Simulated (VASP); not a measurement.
Mg7ZnO8, 96 atoms in the cell. The typed cell holds 96 atoms: a = 9.880 Å, b = 11.408 Å, c = 10.095 Å, α = 90.00°, β = 90.00°, γ = 90.00°. 

```yaml
Program: VASP 6.6.1
Task: single point
Functional: PBEsol
Potentials_or_basis: VASP PAW PBE potentials, release 64 (Zn, Mg, O)
Cutoff: 520 eV
k_mesh: 1 × 1 × 1, shifted
Occupations: fermi-dirac, width 0.05 eV
Spin: no spin polarisation
Dipole_correction: no
Further_INCAR_settings: LREAL = Auto; ALGO = Normal; EDIFF = 1e-07; NBANDS = 276; ISYM = 0
```

Potentials or basis: VASP PAW PBE potentials, release 64 (Zn, Mg, O).

Command:

```bash
$ cat potpaw_PBE.64/Zn/POTCAR potpaw_PBE.64/Mg/POTCAR potpaw_PBE.64/O/POTCAR > POTCAR
$ mpirun -np 1 vasp_std > vasp.out
```

Hardware: 1 thread of Intel(R) Xeon(R) Platinum 8488C (Sapphire Rapids), with other jobs on the host.

Task: How long does it take, and how much memory?

Result: Wall time 80 min on 1 thread of Intel(R) Xeon(R) Platinum 8488C (Sapphire Rapids), on a shared host, peak memory 1.6 GiB. Counts: scf iterations 22, k points 4.
